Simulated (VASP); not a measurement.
Input of a VASP 6.6.1 run:

INCAR

```
PREC = Accurate ; ENCUT = 820
EDIFF = 1E-6 ; ISMEAR = 0
SIGMA = 0.1 ; LREAL = F
LASPH = T ; NELM = 120
ALGO = Normal ; ISIF = 2
LWAVE = F ; LCHARG = F
GGA = PE ; NBANDS = 32
GGA_COMPAT = F
```

File KPOINTS:

```
Automatic mesh
0
Gamma
  6 6 6
```

Contents of POSCAR:

```
CuOs2
1.0
    4.3194851737      0.0000000000      0.0000000000
   -2.1597425869      3.7407838917      0.0000000000
    0.0000000000      0.0000000000      2.6581940823
Cu Os
1 2
Direct
    0.0000000000      0.0000000000      0.0000000000
    0.3333333333      0.6666666667      0.5000000000
    0.6666666667      0.3333333333      0.5000000000
```

Potentials or basis: VASP PAW PBE potentials, release 64 (Cu_sv_GW, Os_sv_GW).

Run with:

```console
$ cat potpaw_PBE.64/Cu_sv_GW/POTCAR potpaw_PBE.64/Os_sv_GW/POTCAR > POTCAR
$ mpirun -np 1 vasp_std > vasp.out
```

(1) What does it give for the band gap on the k mesh?

(2) What does it give for the pressure?

Results:

(1) zero (an odd number of electrons rules out a gap without spin polarisation).

(2) -0.3 GPa.

Caveat: the k points lie up to 0.39 Å⁻¹ apart, too coarse for converged energies and pressures of a metal; spin-orbit coupling is left out, which moves the levels of the heavy elements.
